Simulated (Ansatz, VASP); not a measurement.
Two plane-wave programs on Al2Ga3P5

```xyz
10
Lattice="0.0003 -3.9124 0.0001 3.9128 -0.0003 0.0005 -1.9552 1.9555 13.6597" Properties=species:S:1:pos:R:3 pbc="T T T"
Al    1.9567   -1.9571    8.1960
Al   -0.0002   -0.0011    5.4640
Ga    1.9570   -1.9561    2.7323
Ga    0.0002    0.0001   -0.0001
Ga    0.0014   -0.0005   10.9280
P     0.0019   -1.9567   12.2940
P     1.9579   -0.0008    9.5542
P     0.0004   -1.9572    6.8299
P     1.9566    0.0000    4.1064
P     0.0008   -1.9561    1.3663
```

Change from the starting cell: cell x1, atoms moved at random (sigma 0.05 Å) and cell strained at random (1.5 %), then relaxed without symmetry.

Alike in both runs: functional PBE; k mesh 4 × 4 × 4; occupations gaussian, width 0.1 eV; no spin polarisation.

Ansatz relaxed the structure, and its values are those at the end. VASP's run is a single point on that final structure, the one shown.

|  | VASP | Ansatz |
| --- | --- | --- |
| version | VASP 6.6.1 | Ansatz 0.2.0 |
| potentials or method | VASP PAW PBE potentials, release 64 (Al, Ga_d, P), cutoff 500 eV | scalar-relativistic, plane waves, PAW |
| valence electrons in the cell | 70 | 70 |

Ansatz gave:

- gap on the k mesh at the Fermi level (eV): 1.49
- least direct gap on the mesh (eV): 1.49
- pressure (GPa): 0.0
- rms of the force components (eV/Å): 0.004

**Question.** What did VASP give for the same quantities?

**Answer.** gap on the k mesh at the Fermi level (eV): 1.49; least direct gap on the mesh (eV): 1.49; pressure (GPa): -0.1; rms of the force components (eV/Å): 0.004.
